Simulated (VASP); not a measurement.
# Ge2PdS3 (Immm) in VASP: single point with PBEsol

Aim: the single point of Ge2PdS3 with PBEsol.

All numbers are computed with VASP 6.6.1; they aren't measurements. Logs are shortened: lines on timing, memory, paths and dates and some standing lists are left out, and cuts for length are marked.

### Step 1. The cell of the first run

The structure is orthorhombic, space group Immm (No. 71). Conventional cell: a = 3.421 Å, b = 4.493 Å, c = 14.114 Å, α = 90.00°, β = 90.00°, γ = 90.00°. Within 3.6 Å of Ge (site symmetry mm2) lie 7 S at 2.58 to 2.83 Å and 2 Ge at 3.42 Å and 4 Pd at 3.53 Å. Within 3.0 Å of Pd (site symmetry mmm) lie 4 S at 2.25 to 2.35 Å. Within 3.0 Å of S (site symmetry mmm) lie 2 Pd at 2.25 Å and 4 Ge at 2.73 Å. Within 3.1 Å of S (site symmetry mm2) lie 1 Pd at 2.35 Å and 5 Ge at 2.58 to 2.83 Å.

### Step 2. Single point, PBEsol

Input file INCAR:

```
SYSTEM = Ge2PdS3
PREC     = Accurate       ! precision mode
ENCUT    = 520            ! plane-wave cutoff, eV
EDIFF    = 1E-7           ! SCF threshold, eV
ISMEAR   = -1             ! smearing method
SIGMA    = 0.03           ! smearing width, eV
LREAL    = .False.        ! projectors in reciprocal space
LASPH    = .True.         ! aspherical terms in the spheres
NELM     = 100            ! most SCF steps
ALGO     = Normal         ! electronic algorithm
ISIF     = 2              ! what is computed and relaxed
LWAVE    = .False.        ! write WAVECAR
LCHARG   = .False.        ! write CHGCAR
GGA      = PS             ! functional
NBANDS   = 37             ! bands
```

Input file KPOINTS:

```
Automatic mesh
0
Gamma
  8 8 8
  0 0 0
```

Input file POSCAR:

```
Ge2PdS3
1.0
   -1.7105005129      2.2466213889      7.0569682292
    1.7105005129     -2.2466213889      7.0569682292
    1.7105005129      2.2466213889     -7.0569682292
Ge Pd S
2 1 3
Direct
    0.8493621092      0.3493621092      0.5000000000
    0.1506378908      0.6506378908      0.5000000000
    0.5000000000      0.0000000000      0.5000000000
    0.0000000000      0.0000000000      0.0000000000
    0.3333692927      0.8333692927      0.5000000000
    0.6666307073      0.1666307073      0.5000000000
```

Potentials or basis: VASP PAW PBE potentials, release 64 (Ge_d, Pd, S).

Run with:

```sh
$ cat potpaw_PBE.64/Ge_d/POTCAR potpaw_PBE.64/Pd/POTCAR potpaw_PBE.64/S/POTCAR > POTCAR
$ mpirun -np 1 vasp_std > vasp.out
```

OUTCAR:

```text
SYSTEM = Ge2PdS3
   PREC = Accurate
   ENCUT = 520
   EDIFF = 1E-7
   ISMEAR = -1
   LREAL = .False.
   LASPH = .True.
   NELM = 100
   ISIF = 2
   GGA = PS

 ion  position               nearest neighbor table
   1  0.849  0.349  0.500-   6 2.58   4 2.73   4 2.73   5 2.83   5 2.83   5 2.83   5 2.83
   2  0.151  0.651  0.500-   5 2.58   4 2.73   4 2.73   6 2.83   6 2.83   6 2.83   6 2.83
   3  0.500  0.000  0.500-   4 2.25   4 2.25   6 2.35   5 2.35
   4  0.000  0.000  0.000-   3 2.25   3 2.25   2 2.73   1 2.73   1 2.73   2 2.73
   5  0.333  0.833  0.500-   3 2.35   2 2.58   1 2.83   1 2.83   1 2.83   1 2.83
   6  0.667  0.167  0.500-   3 2.35   1 2.58   2 2.83   2 2.83   2 2.83   2 2.83

  LATTYP: Found a body centered orthorhombic cell.
 ALAT       =     3.4210010258
 B/A-ratio  =     1.3134292401
 C/A-ratio  =     4.1256744304

  Lattice vectors:

 A1 = (  -1.7105005129,   2.2466213889,   7.0569682292)
 A2 = (   1.7105005129,  -2.2466213889,   7.0569682292)
 A3 = (   1.7105005129,   2.2466213889,  -7.0569682292)

Analysis of symmetry for initial positions (statically):
=====================================================================
 Subroutine PRICEL returns:
 Original cell was already a primitive cell.

 Routine SETGRP: Setting up the symmetry group for a
 body centered orthorhombic supercell.

 Subroutine GETGRP returns: Found  8 space group operations
 (whereof  8 operations were pure point group operations)
 out of a pool of  8 trial point group operations.

The static configuration has the point symmetry D_2h.

Analysis of symmetry for dynamics (positions and initial velocities):
=====================================================================
 Subroutine PRICEL returns:
 Original cell was already a primitive cell.

 Routine SETGRP: Setting up the symmetry group for a
 body centered orthorhombic supercell.

 Subroutine GETGRP returns: Found  8 space group operations
 (whereof  8 operations were pure point group operations)
 out of a pool of  8 trial point group operations.

The dynamic configuration has the point symmetry D_2h.

 Subroutine INISYM returns: Found  8 space group operations
 (whereof  8 operations are pure point group operations),
 and found     1 'primitive' translations

----------------------------------------------------------------------------------------

                                     Primitive cell

  volume of cell :     108.4754

  direct lattice vectors                    reciprocal lattice vectors
    -1.710500513  2.246621389  7.056968229     0.000000000  0.222556414  0.070851956
     1.710500513 -2.246621389  7.056968229     0.292312102  0.000000000  0.070851956
[... 101 lines left out ...]
   POTIM  = 0.5000    time-step for ionic-motion
   TEBEG  =    0.0;   TEEND  =   0.0 temperature during run
   PSTRESS=    0.0 pullay stress
   NELECT =      56.0000    total number of electrons
   NUPDOWN=      -1.0000    fix difference up-down
   EMIN   =  10.00;   EMAX   =-10.00  energy-range for DOS
   EFERMI =   0.00;   METHOD = LEGACY
   ISMEAR =    -1;   SIGMA  =   0.03  broadening in eV -4-tet -1-fermi 0-gaus
   EFERMI_NEDOS =   21; number of points for ismear=-14 and -15
   IALGO  =     38    algorithm
   IMIX   =      4    mixing-type and parameters
     AMIX     =   0.40;   BMIX     =  1.00
     AMIX_MAG =   1.60;   BMIX_MAG =  1.00
  volume/ion in A,a.u.               =      18.08       122.00
  Fermi-wavevector in a.u.,A,eV,Ry     =   1.313289  2.481757 23.466362  1.724729
  Thomas-Fermi vector in A             =   2.443622
   LORBIT       =      0    0 simple, 1 ext, 2 COOP (PROOUT), +10 PAW based schemes
   GGA     = PS    functional components
   LHFCALC =     F    Hartree Fock is set to
   AEXX    =    0.0000 exact exchange contribution
   IVDW    =     0    specifies the selected vdW correction
   LEPSILON=     F    determine dielectric tensor
   LRPA    =     F    only Hartree local field effects (RPA)
 non-spin polarized calculation
  energy-cutoff  :      520.00
  volume of cell :      108.48
 maximum number of plane-waves:      2952
 NGX is ok and might be reduce to    60
   NGX = 29   NGY = 29   NGZ = 29

 number of electron      55.9999995 magnetization

 Free energy of the ion-electron system (eV)
  ---------------------------------------------------
  ext. energy  EPLUGINS =         0.00000000
  ---------------------------------------------------
  free energy    TOTEN  =       -29.67045738 eV

  energy without entropy =      -29.66144395  energy(sigma->0) =      -29.66595067

 E-fermi :   6.5126     XC(G=0): -11.0605

 val. band max:        6.5104143868   @ k =   0.2500  -0.2500   0.1250
 cond. band min:       6.5167709074   @ k =  -0.3750  -0.2500   0.1250
 fundamental gap:      0.0063565206
 Fermi energy:         6.5126384797

 k-point     1 :       0.0000    0.0000    0.0000
  band No.  band energies     occupation
      1     -18.3351      2.00000
      2     -18.3341      2.00000
      3     -18.3247      2.00000
      4     -18.3217      2.00000
      5     -18.3209      2.00000
      6     -18.3204      2.00000
[... 949 lines left out ...]
     36      11.5493      0.00000
     37      13.4204      0.00000

 [... further k-points ...]

------------------------ aborting loop because EDIFF is reached ----------------------------------------

  FORCE on cell =-STRESS in cart. coord.  units (eV):
  Direction    XX          YY          ZZ          XY          YZ          ZX
  --------------------------------------------------------------------------------------
  -------------------------------------------------------------------------------------
  Total       -0.0079853      0.0632281     -0.0025442     -0.0000000      0.0000000      0.0000000
  in kB       -0.1179432      0.9338760     -0.0375770     -0.0000000      0.0000000      0.0000000
  external PRESSURE =       0.2594519 kB  Pullay stress =       0.0000000 kB

 VOLUME and BASIS-vectors are now :
 -----------------------------------------------------------------------------
  energy-cutoff  :      520.00
  volume of cell :      108.48
      direct lattice vectors                 reciprocal lattice vectors
    -1.710500513  2.246621389  7.056968229     0.000000000  0.222556414  0.070851956
     1.710500513 -2.246621389  7.056968229     0.292312102  0.000000000  0.070851956
     1.710500513  2.246621389 -7.056968229     0.292312102  0.222556414  0.000000000

 POSITION                                       TOTAL-FORCE (eV/Angst)
 -----------------------------------------------------------------------------------
      0.00000      2.24662      4.93087         0.000000      0.000000     -0.000670
      1.71050      0.00000      2.12609         0.000000     -0.000000      0.000670
      0.00000      2.24662      0.00000         0.000000     -0.000000     -0.000000
      0.00000      0.00000      0.00000         0.000000     -0.000000     -0.000000
      1.71050      0.00000      4.70515        -0.000000      0.000000      0.004097
      0.00000      2.24662      2.35182         0.000000     -0.000000     -0.004097
 -----------------------------------------------------------------------------------
    total drift:                               -0.000000     -0.000000      0.000000

  FREE ENERGIE OF THE ION-ELECTRON SYSTEM (eV)
  ---------------------------------------------------
  free  energy   TOTEN  =       -29.6704573844 eV

  energy  without entropy=      -29.6614439521  energy(sigma->0) =      -29.66595067
```

OSZICAR:

```text
N       E                     dE             d eps       ncg     rms          rms(c)
DAV:   1     0.549784416966E+03    0.54978E+03   -0.25834E+04  8993   0.309E+03
DAV:   2     0.643724719862E+02   -0.48541E+03   -0.46566E+03  7110   0.847E+02
DAV:   3    -0.246718977629E+02   -0.89044E+02   -0.86306E+02  8065   0.181E+02
DAV:   4    -0.304663872817E+02   -0.57945E+01   -0.57104E+01  8570   0.517E+01
DAV:   5    -0.306368807268E+02   -0.17049E+00   -0.17027E+00  8239   0.955E+00    0.161E+01
DAV:   6    -0.298971416434E+02    0.73974E+00   -0.49616E+00  7868   0.159E+01    0.111E+01
DAV:   7    -0.297411462969E+02    0.15600E+00   -0.22764E+00  8466   0.118E+01    0.536E+00
DAV:   8    -0.296724573320E+02    0.68689E-01   -0.31798E-01  7797   0.387E+00    0.123E+00
DAV:   9    -0.296703550152E+02    0.21023E-02   -0.28865E-02  8288   0.123E+00    0.329E-01
DAV:  10    -0.296703810201E+02   -0.26005E-04   -0.27058E-03  7789   0.342E-01    0.250E-01
DAV:  11    -0.296704500746E+02   -0.69055E-04   -0.23900E-04  8979   0.989E-02    0.742E-02
DAV:  12    -0.296704571769E+02   -0.71023E-05   -0.35874E-05  9688   0.525E-02    0.186E-02
DAV:  13    -0.296704567393E+02    0.43761E-06   -0.56080E-06  8004   0.172E-02    0.853E-03
DAV:  14    -0.296704573721E+02   -0.63281E-06   -0.13535E-06  7362   0.855E-03    0.244E-03
DAV:  15    -0.296704573844E+02   -0.12324E-07   -0.16015E-07  4651   0.339E-03
   1 F= -.29670457E+02 E0= -.29665951E+02  d E =-.901343E-02
```

stdout:

```text
POSCAR found type information on POSCAR GePdS
 POSCAR found :  3 types and       6 ions
 scaLAPACK will be used
 -----------------------------------------------------------------------------
|                                                                             |
|                                                                             |
|     You enforced a specific xc type in the INCAR file but a different       |
|     I HOPE YOU KNOW WHAT YOU ARE DOING!                                     |
|                                                                             |
 -----------------------------------------------------------------------------

 LDA part: xc-table for (Slater+PW92), standard interpolation
 POSCAR, INCAR and KPOINTS ok, starting setup
 FFT: planning ... GRIDC
 FFT: planning ... GRID_SOFT
 FFT: planning ... GRID
 WAVECAR not read
 entering main loop
```

Wall time 8.4 min (1 thread of Intel Xeon 6975P-C (Granite Rapids), shared host); peak memory 0.68 GiB.

What came out:

```
Free energy            : -29.6705 eV
Pressure               : 0.0 GPa
Largest force          : 0.004 eV/Å
Band gap on the k mesh : zero (bands 28 and 29 overlap by 1.29 eV)
```

Forces in eV/Å, atoms in the order of the input:
```
Ge   0.000  0.000 -0.001
Ge   0.000  0.000  0.001
Pd   0.000  0.000  0.000
S    0.000  0.000  0.000
S    0.000  0.000  0.004
S    0.000  0.000 -0.004
```

Levels at points of the mesh, in eV from the Fermi level:
| k point | band 25 | band 26 | band 27 | band 28 | band 29 | band 30 | band 31 | band 32 |
| --- | --- | --- | --- | --- | --- | --- | --- | --- |
| (0.00, 0.00, 0.00) | -2.14 | -1.66 | -0.98 | -0.97 | -0.43 | 2.55 | 3.64 | 4.33 |
| (0.50, 0.00, 0.00) | -0.49 | -0.29 | 0.04 | 0.28 | 1.82 | 2.16 | 2.44 | 2.67 |
| (0.00, 0.50, 0.00) | -1.87 | -1.64 | -1.63 | -0.94 | -0.48 | 0.07 | 0.74 | 0.93 |
| (0.50, 0.50, 0.00) | -1.90 | -1.29 | -0.82 | -0.56 | 1.69 | 2.35 | 2.57 | 3.52 |
| (0.50, 0.50, 0.50) | -1.88 | -1.02 | -0.94 | -0.09 | -0.06 | 2.13 | 3.96 | 4.61 |

Caveat: the PAW data sets were made with another functional, which shifts forces and pressure a little.
